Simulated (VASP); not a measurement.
# GaAs (F-43m) in VASP: a series of runs

GaAs is run at these levels: LDA; tasks: single point.

Everything below comes from runs of VASP 6.6.1. Logs are shortened: lines on timing, memory, paths and dates and some standing lists are left out, and cuts for length are marked.

**Experimental background.**

“Evidence of valence band perturbations in GaAsN/GaAs(001): A combined variable-angle spectroscopic ellipsometry and modulated photoreflectance investigation”, 2008, arxiv:0805.2212 reports, for a bulk crystal of GaAs at 300 K: band gap 1.412 ± 0.01 eV (direct).

The runs below are set against these values where they give the same quantity.

**1. The cell of the first run**

The structure is cubic, space group F-43m (No. 216). The conventional cell has a = 5.459 Å, b = 5.459 Å, c = 5.459 Å, α = 90.00°, β = 90.00°, γ = 90.00°. Within 3.1 Å of Ga (site symmetry -43m) lie 4 As at 2.36 Å. As (site symmetry -43m) has 4 Ga at 2.36 Å within 3.1 Å.

**2. Single point, LDA**

INCAR reads:

```
SYSTEM = GaAs
  PREC = Accurate
  ENCUT = 500
  EDIFF = 1E-6
  ISMEAR = 0
  SIGMA = 0.01
  LREAL = .False.
  LASPH = .True.
  NELM = 120
  ALGO = Normal
  ISIF = 2
  LWAVE = .False.
  LCHARG = .False.
  GGA = CA
  NBANDS = 16
  GGA_COMPAT = .False.
```

KPOINTS reads:

```
Automatic mesh
0
Gamma
  5 5 5
  0 0 0
```

POSCAR reads:

```
GaAs
1.0
    0.0000000000      2.7292936669      2.7292936669
    2.7292936669      0.0000000000      2.7292936669
    2.7292936669      2.7292936669      0.0000000000
Ga As
1 1
Direct
    0.0000000000      0.0000000000      0.0000000000
    0.2500000000      0.2500000000      0.2500000000
```

Potentials or basis: VASP PAW LDA potentials, release 64 (Ga_d, As).

Command:

```sh
> cat potpaw_LDA.64/Ga_d/POTCAR potpaw_LDA.64/As/POTCAR > POTCAR
> mpirun -np 1 vasp_std > vasp.out
```

OUTCAR:

```text
SYSTEM = GaAs
   PREC = Accurate
   ENCUT = 500
   EDIFF = 1E-6
   ISMEAR = 0
   LREAL = .False.
   LASPH = .True.
   NELM = 120
   ISIF = 2
   GGA = CA

 ion  position               nearest neighbor table
   1  0.000  0.000  0.000-   2 2.36   2 2.36   2 2.36   2 2.36
   2  0.250  0.250  0.250-   1 2.36   1 2.36   1 2.36   1 2.36

  LATTYP: Found a face centered cubic cell.
 ALAT       =     5.4585873338

  Lattice vectors:

 A1 = (   0.0000000000,   2.7292936669,   2.7292936669)
 A2 = (   2.7292936669,   0.0000000000,   2.7292936669)
 A3 = (   2.7292936669,   2.7292936669,   0.0000000000)

Analysis of symmetry for initial positions (statically):
=====================================================================
 Subroutine PRICEL returns:
 Original cell was already a primitive cell.

 Routine SETGRP: Setting up the symmetry group for a
 face centered cubic supercell.

 Subroutine GETGRP returns: Found 24 space group operations
 (whereof 24 operations were pure point group operations)
 out of a pool of 48 trial point group operations.

The static configuration has the point symmetry T_d .

Analysis of symmetry for dynamics (positions and initial velocities):
=====================================================================
 Subroutine PRICEL returns:
 Original cell was already a primitive cell.

 Routine SETGRP: Setting up the symmetry group for a
 face centered cubic supercell.

 Subroutine GETGRP returns: Found 24 space group operations
 (whereof 24 operations were pure point group operations)
 out of a pool of 48 trial point group operations.

The dynamic configuration has the point symmetry T_d .

 Subroutine INISYM returns: Found 24 space group operations
 (whereof 24 operations are pure point group operations),
 and found     1 'primitive' translations

----------------------------------------------------------------------------------------

                                     Primitive cell

  volume of cell :      40.6613

  direct lattice vectors                    reciprocal lattice vectors
     0.000000000  2.729293667  2.729293667    -0.183197582  0.183197582  0.183197582
     2.729293667  0.000000000  2.729293667     0.183197582 -0.183197582  0.183197582
     2.729293667  2.729293667  0.000000000     0.183197582  0.183197582 -0.183197582

  length of vectors
     3.859804119  3.859804119  3.859804119     0.317307520  0.317307520  0.317307520

  position of ions in fractional coordinates (direct lattice)
     0.000000000  0.000000000  0.000000000
     0.250000000  0.250000000  0.250000000

  ion indices of the primitive-cell ions
   primitive index   ion index
                 1           1
                 2           2

----------------------------------------------------------------------------------------

 KPOINTS: Automatic mesh

Automatic generation of k-mesh.
 Grid dimensions read from file:
 generate k-points for:    5    5    5

 Generating k-lattice:

  Cartesian coordinates                     Fractional coordinates (reciprocal lattice)
    -0.036639516  0.036639516  0.036639516     0.200000000  0.000000000  0.000000000
     0.036639516 -0.036639516  0.036639516     0.000000000  0.200000000  0.000000000
     0.036639516  0.036639516 -0.036639516     0.000000000  0.000000000  0.200000000

  Length of vectors
     0.063461504  0.063461504  0.063461504

  Shift w.r.t. Gamma in fractional coordinates (k-lattice)
     0.000000000  0.000000000  0.000000000

 Subroutine IBZKPT returns following result:
 ===========================================

 Found     10 irreducible k-points:

 Following reciprocal coordinates:
            Coordinates               Weight
  0.000000  0.000000  0.000000      1.000000
  0.200000  0.000000  0.000000      8.000000
  0.400000  0.000000  0.000000      8.000000
  0.200000  0.200000  0.000000      6.000000
  0.400000  0.200000  0.000000     24.000000
 -0.400000  0.200000  0.000000     24.000000
 -0.200000  0.200000  0.000000     12.000000
  0.400000  0.400000  0.000000      6.000000
 -0.400000  0.400000  0.000000     12.000000
 -0.400000  0.400000  0.200000     24.000000
   k-points           NKPTS =     10   k-points in BZ     NKDIM =     10   number of bands    NBANDS=     16
   number of dos      NEDOS =    301   number of ions     NIONS =      2
   total plane-waves  NPLWV =  21952
   dimension x,y,z NGX =    28 NGY =   28 NGZ =   28
   dimension x,y,z NGXF=    56 NGYF=   56 NGZF=   56
   ions per type =               1   1
   NGX,Y,Z   is equivalent  to a cutoff of  12.06, 12.06, 12.06 a.u.
   NGXF,Y,Z  is equivalent  to a cutoff of  24.12, 24.12, 24.12 a.u.
 SYSTEM =  GaAs
   PREC   = accura    normal or accurate (medium, high low for compatibility)
   ISTART =      0    job   : 0-new  1-cont  2-samecut
   ICHARG =      2    charge: 1-file 2-atom 10-const
   ISPIN  =      1    spin polarized calculation?
   LNONCOLLINEAR =      F non collinear calculations
   LSORBIT =      F    spin-orbit coupling
   LASPH  =      T    aspherical Exc in radial PAW
   ENCUT  =  500.0 eV  36.75 Ry    6.06 a.u.   7.04  7.04  7.04*2*pi/ulx,y,z
   NELM   =    120;   NELMIN=  2; NELMDL= -5     # of ELM steps
   EDIFF  = 0.1E-05   stopping-criterion for ELM
   LREAL  =      F    real-space projection
   EDIFFG = 0.1E-04   stopping-criterion for IOM
   NSW    =      0    number of steps for IOM
   IBRION =     -1    ionic relax: 0-MD 1-quasi-New 2-CG
   NFREE  =      0    steps in history (QN), initial steepest desc. (CG)
   ISIF   =      2    stress and relaxation
   ISYM   =      2    0-nonsym 1-usesym 2-fastsym
   POTIM  = 0.5000    time-step for ionic-motion
   TEBEG  =    0.0;   TEEND  =   0.0 temperature during run
   PSTRESS=    0.0 pullay stress
   NELECT =      18.0000    total number of electrons
   NUPDOWN=      -1.0000    fix difference up-down
   EMIN   =  10.00;   EMAX   =-10.00  energy-range for DOS
   EFERMI =   0.00;   METHOD = LEGACY
   ISMEAR =     0;   SIGMA  =   0.01  broadening in eV -4-tet -1-fermi 0-gaus
   EFERMI_NEDOS =   21; number of points for ismear=-14 and -15
   IALGO  =     38    algorithm
   IMIX   =      4    mixing-type and parameters
     AMIX     =   0.40;   BMIX     =  1.00
     AMIX_MAG =   1.60;   BMIX_MAG =  1.00
  volume/ion in A,a.u.               =      20.33       137.20
  Fermi-wavevector in a.u.,A,eV,Ry     =   1.247686  2.357785 21.180476  1.556721
  Thomas-Fermi vector in A             =   2.381807
   LORBIT       =      0    0 simple, 1 ext, 2 COOP (PROOUT), +10 PAW based schemes
   GGA     = CA    functional components
   LHFCALC =     F    Hartree Fock is set to
   AEXX    =    0.0000 exact exchange contribution
   IVDW    =     0    specifies the selected vdW correction
   LEPSILON=     F    determine dielectric tensor
   LRPA    =     F    only Hartree local field effects (RPA)
 non-spin polarized calculation
 Gauss-broadening in eV      SIGMA  =   0.01
  energy-cutoff  :      500.00
  volume of cell :       40.66
 maximum number of plane-waves:      1043
   NGX = 15   NGY = 15   NGZ = 15

 number of electron      18.0000017 magnetization

 Free energy of the ion-electron system (eV)
  ---------------------------------------------------
  ext. energy  EPLUGINS =         0.00000000
  ---------------------------------------------------
  free energy    TOTEN  =        -9.49690075 eV

  energy without entropy =       -9.49690075  energy(sigma->0) =       -9.49690075

 E-fermi :   4.9853     XC(G=0): -10.3792

 val. band max:        4.8902240278   @ k =   0.0000   0.0000   0.0000
 cond. band min:       6.0170283239   @ k =   0.4000   0.4000   0.0000
 fundamental gap:      1.1268042962
 Fermi energy:         4.9852885861

 k-point     1 :       0.0000    0.0000    0.0000
  band No.  band energies     occupation
      1     -10.2940      2.00000
      2     -10.2940      2.00000
      3     -10.2940      2.00000
      4     -10.1874      2.00000
      5     -10.1874      2.00000
      6      -8.6876      2.00000
[... 8 lines left out ...]
     15      15.3167      0.00000
     16      15.3167      0.00000

 k-point     2 :       0.2000    0.0000    0.0000
  band No.  band energies     occupation
      1     -10.3417      2.00000
      2     -10.2827      2.00000
      3     -10.2827      2.00000
      4     -10.1877      2.00000
      5     -10.1877      2.00000
      6      -8.1562      2.00000
[... 8 lines left out ...]
     15      13.9522      0.00000
     16      14.0242      0.00000

 k-point     3 :       0.4000    0.0000    0.0000
  band No.  band energies     occupation
      1     -10.4016      2.00000
      2     -10.2690      2.00000
      3     -10.2690      2.00000
      4     -10.1834      2.00000
      5     -10.1834      2.00000
      6      -6.9073      2.00000
[... 8 lines left out ...]
     15      15.7669      0.00000
     16      15.7669      0.00000

 k-point     4 :       0.2000    0.2000    0.0000
  band No.  band energies     occupation
      1     -10.3623      2.00000
      2     -10.2710      2.00000
      3     -10.2710      2.00000
      4     -10.1992      2.00000
      5     -10.1814      2.00000
      6      -7.9819      2.00000
[... 8 lines left out ...]
     15      15.5770      0.00000
     16      15.9943      0.00000

 k-point     5 :       0.4000    0.2000    0.0000
  band No.  band energies     occupation
      1     -10.4064      2.00000
      2     -10.2591      2.00000
      3     -10.2539      2.00000
      4     -10.2026      2.00000
      5     -10.1778      2.00000
      6      -6.9289      2.00000
[... 8 lines left out ...]
     15      16.5688      0.00000
     16      17.1272      0.00000

 k-point     6 :      -0.4000    0.2000    0.0000
  band No.  band energies     occupation
      1     -10.4163      2.00000
      2     -10.2604      2.00000
      3     -10.2532      2.00000
      4     -10.1915      2.00000
      5     -10.1843      2.00000
      6      -6.2638      2.00000
[... 8 lines left out ...]
     15      15.2456      0.00000
     16      16.7756      0.00000

 k-point     7 :      -0.2000    0.2000    0.0000
  band No.  band energies     occupation
      1     -10.3846      2.00000
      2     -10.2693      2.00000
      3     -10.2674      2.00000
      4     -10.1922      2.00000
      5     -10.1852      2.00000
      6      -7.3602      2.00000
[... 8 lines left out ...]
     15      15.8632      0.00000
     16      16.7726      0.00000

 k-point     8 :       0.4000    0.4000    0.0000
  band No.  band energies     occupation
      1     -10.4369      2.00000
      2     -10.2317      2.00000
      3     -10.2317      2.00000
      4     -10.2228      2.00000
      5     -10.1716      2.00000
      6      -6.2380      2.00000
[... 8 lines left out ...]
     15      17.9303      0.00000
     16      19.3895      0.00000

 k-point     9 :      -0.4000    0.4000    0.0000
  band No.  band energies     occupation
      1     -10.4374      2.00000
      2     -10.2410      2.00000
      3     -10.2310      2.00000
      4     -10.2131      2.00000
      5     -10.1760      2.00000
      6      -5.6735      2.00000
[... 8 lines left out ...]
     15      16.3331      0.00000
     16      19.6899      0.00000

 k-point    10 :      -0.4000    0.4000    0.2000
  band No.  band energies     occupation
      1     -10.4260      2.00000
      2     -10.2525      2.00000
      3     -10.2381      2.00000
      4     -10.2038      2.00000
      5     -10.1809      2.00000
      6      -5.9604      2.00000
[... 8 lines left out ...]
     15      16.6318      0.00000
     16      19.5569      0.00000

------------------------ aborting loop because EDIFF is reached ----------------------------------------

  FORCE on cell =-STRESS in cart. coord.  units (eV):
  Direction    XX          YY          ZZ          XY          YZ          ZX
  --------------------------------------------------------------------------------------
  -------------------------------------------------------------------------------------
  Total        1.9097702      1.9097702      1.9097702      0.0000000      0.0000000      0.0000000
  in kB       75.2507614     75.2507614     75.2507614      0.0000000      0.0000000      0.0000000
  external PRESSURE =      75.2507614 kB  Pullay stress =       0.0000000 kB

 VOLUME and BASIS-vectors are now :
 -----------------------------------------------------------------------------
  energy-cutoff  :      500.00
  volume of cell :       40.66
      direct lattice vectors                 reciprocal lattice vectors
     0.000000000  2.729293667  2.729293667    -0.183197582  0.183197582  0.183197582
     2.729293667  0.000000000  2.729293667     0.183197582 -0.183197582  0.183197582
     2.729293667  2.729293667  0.000000000     0.183197582  0.183197582 -0.183197582

 POSITION                                       TOTAL-FORCE (eV/Angst)
 -----------------------------------------------------------------------------------
      0.00000      0.00000      0.00000        -0.000000     -0.000000      0.000000
      1.36465      1.36465      1.36465         0.000000      0.000000     -0.000000
 -----------------------------------------------------------------------------------
    total drift:                                0.000001      0.000001      0.000001

  FREE ENERGIE OF THE ION-ELECTRON SYSTEM (eV)
  ---------------------------------------------------
  free  energy   TOTEN  =        -9.4969007520 eV

  energy  without entropy=       -9.4969007520  energy(sigma->0) =       -9.49690075
```

Run time: 13 s. Hardware: 1 thread of AMD EPYC 7R13, shared host; peak memory 0.11 GiB.

What came out:

| Property | Result |
| --- | --- |
| Free energy | -9.4969 eV |
| Pressure | 7.5 GPa |
| Band gap on the k mesh | 1.13 eV, indirect (least direct gap 1.14 eV) |

A k mesh can miss the band edges. LDA gaps usually lie below the measured ones, often by a third to a half.

[end of part 1 of 2]
